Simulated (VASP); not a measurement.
# In3Sb (P4/mmm) in VASP: a series of runs

Runs on In3Sb. Level: PBEsol+D3(BJ). Tasks: single point.

Program: VASP 6.6.1. These are calculated values, not measurements. Logs are shortened: lines on timing, memory, paths and dates and some standing lists are left out, and cuts for length are marked.

## Step 1: The cell of the first run

The structure is tetragonal, space group P4/mmm (No. 123). Conventional cell: a = 4.771 Å, b = 4.771 Å, c = 4.389 Å, α = 90.00°, β = 90.00°, γ = 90.00°. In (site symmetry 4/mmm) has 8 In at 3.24 Å and 4 Sb at 3.37 Å within 4.3 Å. In (site symmetry mmm) has 8 In at 3.24 to 3.37 Å and 4 Sb at 3.24 Å within 4.3 Å. Sb (site symmetry 4/mmm) has 12 In at 3.24 to 3.37 Å within 4.3 Å.

## Step 2: Single point, PBEsol+D3(BJ)

Input file INCAR:

```
ALGO = Fast
EDIFF = 1E-6
ENCUT = 520
GGA = PS
ISIF = 2
ISMEAR = 0
IVDW = 12
LASPH = T
LCHARG = T
LELF = T
LREAL = F
LVHAR = T
LWAVE = F
NBANDS = 30
NELM = 60
PREC = Accurate
SIGMA = 0.15
```

Input file KPOINTS:

```
k-points
0
Gamma
  12 12 12
```

Input file POSCAR:

```
In3Sb
1.0
    4.7710172925      0.0000000000      0.0000000000
    0.0000000000      4.7710172925      0.0000000000
    0.0000000000      0.0000000000      4.3893359091
In Sb
3 1
Direct
    0.5000000000      0.5000000000      0.0000000000
    0.5000000000      0.0000000000      0.5000000000
    0.0000000000      0.5000000000      0.5000000000
    0.0000000000      0.0000000000      0.0000000000
```

Potentials or basis: VASP PAW PBE potentials, release 64 (In_d, Sb).

On the command line:

```bash
$ cat potpaw_PBE.64/In_d/POTCAR potpaw_PBE.64/Sb/POTCAR > POTCAR
$ mpirun -np 1 vasp_std > vasp.out
```

OUTCAR:

```text
EDIFF = 1E-6
   ENCUT = 520
   GGA = PS
   ISIF = 2
   ISMEAR = 0
   IVDW = 12
   LASPH = T
   LREAL = F
   NELM = 60
   PREC = Accurate
 IVDW          = 12

 ion  position               nearest neighbor table
   1  0.500  0.500  0.000-   2 3.24   3 3.24   2 3.24   3 3.24   2 3.24   2 3.24   3 3.24   3 3.24
                             4 3.37   4 3.37   4 3.37   4 3.37
   2  0.500  0.000  0.500-   1 3.24   4 3.24   1 3.24   4 3.24   1 3.24   1 3.24   4 3.24   4 3.24
                             3 3.37   3 3.37   3 3.37   3 3.37
   3  0.000  0.500  0.500-   1 3.24   4 3.24   1 3.24   4 3.24   4 3.24   4 3.24   1 3.24   1 3.24
                             2 3.37   2 3.37   2 3.37   2 3.37
   4  0.000  0.000  0.000-   2 3.24   3 3.24   2 3.24   3 3.24   3 3.24   3 3.24   2 3.24   2 3.24
                             1 3.37   1 3.37   1 3.37   1 3.37

  LATTYP: Found a simple tetragonal cell.
 ALAT       =     4.7710172925
 C/A-ratio  =     0.9200000000

  Lattice vectors:

 A1 = (   4.7710172925,   0.0000000000,   0.0000000000)
 A2 = (   0.0000000000,   4.7710172925,   0.0000000000)
 A3 = (   0.0000000000,   0.0000000000,   4.3893359091)

Analysis of symmetry for initial positions (statically):
=====================================================================
 Subroutine PRICEL returns:
 Original cell was already a primitive cell.

 Routine SETGRP: Setting up the symmetry group for a
 simple tetragonal supercell.

 Subroutine GETGRP returns: Found 16 space group operations
 (whereof 16 operations were pure point group operations)
 out of a pool of 16 trial point group operations.

The static configuration has the point symmetry D_4h.

Analysis of symmetry for dynamics (positions and initial velocities):
=====================================================================
 Subroutine PRICEL returns:
 Original cell was already a primitive cell.

 Routine SETGRP: Setting up the symmetry group for a
 simple tetragonal supercell.

 Subroutine GETGRP returns: Found 16 space group operations
 (whereof 16 operations were pure point group operations)
 out of a pool of 16 trial point group operations.

The dynamic configuration has the point symmetry D_4h.

 Subroutine INISYM returns: Found 16 space group operations
 (whereof 16 operations are pure point group operations),
 and found     1 'primitive' translations

----------------------------------------------------------------------------------------

                                     Primitive cell

  volume of cell :      99.9127

  direct lattice vectors                    reciprocal lattice vectors
     4.771017292  0.000000000  0.000000000     0.209598905  0.000000000  0.000000000
     0.000000000  4.771017292  0.000000000     0.000000000  0.209598905  0.000000000
     0.000000000  0.000000000  4.389335909     0.000000000  0.000000000  0.227824897

  length of vectors
     4.771017292  4.771017292  4.389335909     0.209598905  0.209598905  0.227824897

  position of ions in fractional coordinates (direct lattice)
     0.500000000  0.500000000  0.000000000
     0.500000000  0.000000000  0.500000000
     0.000000000  0.500000000  0.500000000
     0.000000000  0.000000000  0.000000000

  ion indices of the primitive-cell ions
   primitive index   ion index
                 1           1
                 2           2
                 3           3
                 4           4

----------------------------------------------------------------------------------------

 KPOINTS: k-points

Automatic generation of k-mesh.
 Grid dimensions read from file:
 generate k-points for:   12   12   12

 Generating k-lattice:

  Cartesian coordinates                     Fractional coordinates (reciprocal lattice)
     0.017466575  0.000000000  0.000000000     0.083333333  0.000000000  0.000000000
     0.000000000  0.017466575  0.000000000     0.000000000  0.083333333  0.000000000
     0.000000000  0.000000000  0.018985408     0.000000000  0.000000000  0.083333333

  Length of vectors
     0.017466575  0.017466575  0.018985408

  Shift w.r.t. Gamma in fractional coordinates (k-lattice)
     0.000000000  0.000000000  0.000000000

 Subroutine IBZKPT returns following result:
 ===========================================

 Found    196 irreducible k-points:

 Following reciprocal coordinates:
            Coordinates               Weight
  0.000000  0.000000  0.000000      1.000000
  0.083333  0.000000  0.000000      4.000000
  0.166667  0.000000  0.000000      4.000000
  0.250000  0.000000  0.000000      4.000000
  0.333333  0.000000  0.000000      4.000000
  0.416667  0.000000  0.000000      4.000000
[... 16 lines left out ...]
  0.333333  0.333333  0.000000      4.000000
  0.416667  0.333333  0.000000      8.000000
 [... further k-points ...]
   k-points           NKPTS =    196   k-points in BZ     NKDIM =    196   number of bands    NBANDS=     30
   number of dos      NEDOS =    301   number of ions     NIONS =      4
   total plane-waves  NPLWV =  46656
   dimension x,y,z NGX =    36 NGY =   36 NGZ =   36
   dimension x,y,z NGXF=    72 NGYF=   72 NGZF=   72
   ions per type =               3   1
   NGX,Y,Z   is equivalent  to a cutoff of  12.54, 12.54, 13.63 a.u.
   NGXF,Y,Z  is equivalent  to a cutoff of  25.09, 25.09, 27.27 a.u.
 SYSTEM =  unknown system
   PREC   = accura    normal or accurate (medium, high low for compatibility)
   ISTART =      0    job   : 0-new  1-cont  2-samecut
   ICHARG =      2    charge: 1-file 2-atom 10-const
   ISPIN  =      1    spin polarized calculation?
   LNONCOLLINEAR =      F non collinear calculations
   LSORBIT =      F    spin-orbit coupling
   LASPH  =      T    aspherical Exc in radial PAW
   ENCUT  =  520.0 eV  38.22 Ry    6.18 a.u.   8.87  8.87  8.16*2*pi/ulx,y,z
   NELM   =     60;   NELMIN=  2; NELMDL= -5     # of ELM steps
   EDIFF  = 0.1E-05   stopping-criterion for ELM
   LREAL  =      F    real-space projection
   EDIFFG = 0.1E-04   stopping-criterion for IOM
   NSW    =      0    number of steps for IOM
   IBRION =     -1    ionic relax: 0-MD 1-quasi-New 2-CG
   NFREE  =      0    steps in history (QN), initial steepest desc. (CG)
   ISIF   =      2    stress and relaxation
   ISYM   =      2    0-nonsym 1-usesym 2-fastsym
   POTIM  = 0.5000    time-step for ionic-motion
   TEBEG  =    0.0;   TEEND  =   0.0 temperature during run
   PSTRESS=    0.0 pullay stress
   NELECT =      44.0000    total number of electrons
   NUPDOWN=      -1.0000    fix difference up-down
   EMIN   =  10.00;   EMAX   =-10.00  energy-range for DOS
   EFERMI =   0.00;   METHOD = LEGACY
   ISMEAR =     0;   SIGMA  =   0.15  broadening in eV -4-tet -1-fermi 0-gaus
   EFERMI_NEDOS =   21; number of points for ismear=-14 and -15
   IALGO  =     68    algorithm
   IMIX   =      4    mixing-type and parameters
     AMIX     =   0.40;   BMIX     =  1.00
     AMIX_MAG =   1.60;   BMIX_MAG =  1.00
  volume/ion in A,a.u.               =      24.98       168.56
  Fermi-wavevector in a.u.,A,eV,Ry     =   1.245524  2.353699 21.107129  1.551330
  Thomas-Fermi vector in A             =   2.379742
   LORBIT       =      0    0 simple, 1 ext, 2 COOP (PROOUT), +10 PAW based schemes
   GGA     = PS    functional components
   LHFCALC =     F    Hartree Fock is set to
   AEXX    =    0.0000 exact exchange contribution
   IVDW    =    12    specifies the selected vdW correction
   LEPSILON=     F    determine dielectric tensor
   LRPA    =     F    only Hartree local field effects (RPA)
 non-spin polarized calculation
 RMM-DIIS sequential band-by-band and
 Gauss-broadening in eV      SIGMA  =   0.15
  energy-cutoff  :      520.00
  volume of cell :       99.91
 maximum number of plane-waves:      2720
 NGX is ok and might be reduce to    36
   NGX = 17   NGY = 17   NGZ = 17

 number of electron      44.0000025 magnetization

 Free energy of the ion-electron system (eV)
  ---------------------------------------------------
  ext. energy  EPLUGINS =         0.00000000
  ---------------------------------------------------
  free energy    TOTEN  =       -13.39749799 eV

  energy without entropy =      -13.37595492  energy(sigma->0) =      -13.38672646

 E-fermi :   8.2321     XC(G=0): -10.6312

 val. band max:        8.2091126160   @ k =   0.2500   0.0000   0.3333
 cond. band min:       8.2416470414   @ k =   0.2500   0.0000   0.5000
 fundamental gap:      0.0325344254
 Fermi energy:         8.2321214602

 k-point     1 :       0.0000    0.0000    0.0000
  band No.  band energies     occupation
      1      -6.5416      2.00000
      2      -6.5403      2.00000
      3      -6.5403      2.00000
      4      -6.4914      2.00000
      5      -6.3887      2.00000
      6      -6.3435      2.00000
[... 22 lines left out ...]
     29      14.1188      0.00000
     30      14.4848      0.00000

 k-point     2 :       0.0833    0.0000    0.0000
  band No.  band energies     occupation
      1      -6.5390      2.00000
      2      -6.5346      2.00000
      3      -6.5314      2.00000
      4      -6.4848      2.00000
      5      -6.3862      2.00000
      6      -6.3394      2.00000
[... 22 lines left out ...]
     29      14.4707      0.00000
     30      14.8463      0.00000

 k-point     3 :       0.1667    0.0000    0.0000
  band No.  band energies     occupation
      1      -6.5354      2.00000
      2      -6.5144      2.00000
      3      -6.5053      2.00000
      4      -6.4652      2.00000
      5      -6.3799      2.00000
      6      -6.3266      2.00000
[... 22 lines left out ...]
     29      15.2777      0.00000
     30      15.5648      0.00000

 k-point     4 :       0.2500    0.0000    0.0000
  band No.  band energies     occupation
      1      -6.5303      2.00000
      2      -6.4838      2.00000
      3      -6.4634      2.00000
      4      -6.4340      2.00000
      5      -6.3722      2.00000
      6      -6.3049      2.00000
[... 22 lines left out ...]
     29      15.6795      0.00000
     30      15.7698      0.00000

 k-point     5 :       0.3333    0.0000    0.0000
  band No.  band energies     occupation
      1      -6.5251      2.00000
      2      -6.4481      2.00000
      3      -6.4090      2.00000
      4      -6.3937      2.00000
      5      -6.3637      2.00000
      6      -6.2772      2.00000
[... 22 lines left out ...]
     29      15.5310      0.00000
     30      15.8669      0.00000
[... 526 lines left out ...]
     29      12.9009      0.00000
     30      13.2735      0.00000

 k-point    22 :       0.5000    0.2500    0.0000
  band No.  band energies     occupation
      1      -6.4462      2.00000
      2      -6.3726      2.00000
      3      -6.3425      2.00000
      4      -6.3104      2.00000
      5      -6.3094      2.00000
      6      -6.2491      2.00000
[... 22 lines left out ...]
     29      12.5865      0.00000
     30      14.3181      0.00000

 k-point    23 :       0.3333    0.3333    0.0000
  band No.  band energies     occupation
      1      -6.4192      2.00000
      2      -6.3990      2.00000
      3      -6.3657      2.00000
      4      -6.3314      2.00000
      5      -6.3285      2.00000
      6      -6.2837      2.00000
[... 22 lines left out ...]
     29      12.7487      0.00000
     30      12.7784      0.00000

 k-point    24 :       0.4167    0.3333    0.0000
  band No.  band energies     occupation
      1      -6.4003      2.00000
      2      -6.3774      2.00000
      3      -6.3338      2.00000
      4      -6.3219      2.00000
      5      -6.3016      2.00000
      6      -6.2876      2.00000
[... 22 lines left out ...]
     29      12.6871      0.00000
     30      13.3892      0.00000

 [... further k-points ...]

------------------------ aborting loop because EDIFF is reached ----------------------------------------

 Edisp (eV)   -1.66530

 E8    (eV) :    -1.1884

  FORCE on cell =-STRESS in cart. coord.  units (eV):
  Direction    XX          YY          ZZ          XY          YZ          ZX
  --------------------------------------------------------------------------------------
  -------------------------------------------------------------------------------------
  Total       0.01898     0.01898    -0.26054     0.00000    -0.00000     0.00000
  in kB       0.30430     0.30430    -4.17804     0.00000    -0.00000     0.00000
  external pressure =       -1.19 kB  Pullay stress =        0.00 kB

 VOLUME and BASIS-vectors are now :
 -----------------------------------------------------------------------------
  energy-cutoff  :      520.00
  volume of cell :       99.91
      direct lattice vectors                 reciprocal lattice vectors
     4.771017292  0.000000000  0.000000000     0.209598905  0.000000000  0.000000000
     0.000000000  4.771017292  0.000000000     0.000000000  0.209598905  0.000000000
     0.000000000  0.000000000  4.389335909     0.000000000  0.000000000  0.227824897

 POSITION                                       TOTAL-FORCE (eV/Angst)
 -----------------------------------------------------------------------------------
      2.38551      2.38551      0.00000         0.000000      0.000000      0.000000
      2.38551      0.00000      2.19467         0.000000      0.000000      0.000000
      0.00000      2.38551      2.19467         0.000000      0.000000      0.000000
      0.00000      0.00000      0.00000         0.000000      0.000000      0.000000
 -----------------------------------------------------------------------------------
    total drift:                                0.000000      0.000000      0.000000

  FREE ENERGIE OF THE ION-ELECTRON SYSTEM (eV)
  ---------------------------------------------------
  free  energy   TOTEN  =       -15.0627970459 eV

  energy  without entropy=      -15.0412539673  energy(sigma->0) =      -15.05202551
```

It took 3.4 min on 1 thread of Intel Xeon 6975P-C (Granite Rapids), shared host; peak memory 0.58 GiB.

Results:

* Free energy: -15.0628 eV
* Pressure: -0.1 GPa
* Band gap on the k mesh: zero (band 22 reaches 9.47 eV, above the bottom of band 23 at 4.59 eV)
* Dispersion energy per atom: -0.416 eV

Caveat: the PAW data sets were made with another functional, which shifts forces and pressure a little; spin-orbit coupling is left out, which moves the levels of the heavy elements; pairwise dispersion overbinds metals, which lowers pressure and volume.

(Part 1 of 2 ends here.)
